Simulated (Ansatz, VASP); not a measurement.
# CsCl: VASP beside Ansatz

INCAR

```
  ALGO = Normal
  EDIFF = 1E-8
  ENCUT = 400
  GGA = PS
  GGA_COMPAT = False
  ISIF = 2
  ISMEAR = -1
  LASPH = True
  LCHARG = False
  LEFG = True
  LREAL = False
  LWAVE = False
  NBANDS = 15
  NELM = 120
  PREC = Accurate
  SIGMA = 0.03
```

KPOINTS

```
k-points
0
Gamma
  6 6 6
```

POSCAR

```
CsCl
1.0
    4.1230000000     -0.0412300000     -0.0412300000
   -0.0412300000      4.1230000000     -0.0412300000
   -0.0412300000     -0.0412300000      4.1230000000
Cs Cl
1 1
Direct
    0.0000000000      0.0000000000      0.0000000000
    0.5000000000      0.5000000000      0.5000000000
```

Input for Ansatz:

```yaml
crystal:
  lattice:
    - [4.123, -0.04123, -0.04123]
    - [-0.04123, 4.123, -0.04123]
    - [-0.04123, -0.04123, 4.123]
  atoms:
    - { symbol: Cs, position: [0.0, 0.0, 0.0] }
    - { symbol: Cl, position: [0.5, 0.5, 0.5] }
kpoints:
  mp_grid: { grid: [6, 6, 6] }
scf:
  occupations: { method: fermi_dirac, width: 0.03 }
hamiltonian:
  xc: pbesol
  pseudopotentials: { kind: all_electron, datasets: crystal }
output:
  forces: true
  stress: true
  eigenvalues: true
  efg: { contact_densities: true }
```

Change from the starting cell: equal xy, yz and zx shear strains of -2 %, crystal datasets.

Alike in both runs: task electric field gradients; functional PBEsol; k mesh 6 × 6 × 6; occupations fermi-dirac, width 0.03 eV; no spin polarisation.

|  | VASP | Ansatz |
| --- | --- | --- |
| version | VASP 6.6.1 | Ansatz 0.2.0 |
| potentials or method | VASP PAW PBE potentials, release 64 (Cs_sv, Cl), cutoff 400 eV | all-electron PAW with datasets made for the crystal, scalar-relativistic |

|  | VASP | Ansatz | Ansatz less VASP |
| --- | --- | --- | --- |
| gap on the k mesh at the Fermi level (eV) | 5.03 | 5.04 | +0.012 |
| pressure (GPa) | -0.6 | -0.6 | -0.04 |
| traceless stress, the component that is largest in VASP (GPa) | 0.16 | 0.15 | -0.006 |
| size of Vzz on the site where it differs most (V/Å²) | 16.6 | 17.0 | +0.41 |

VASP's potentials were made for PBE, not for PBEsol. Ansatz ran all-electron here, and VASP with PAW potentials.

Spin-orbit coupling is off throughout.
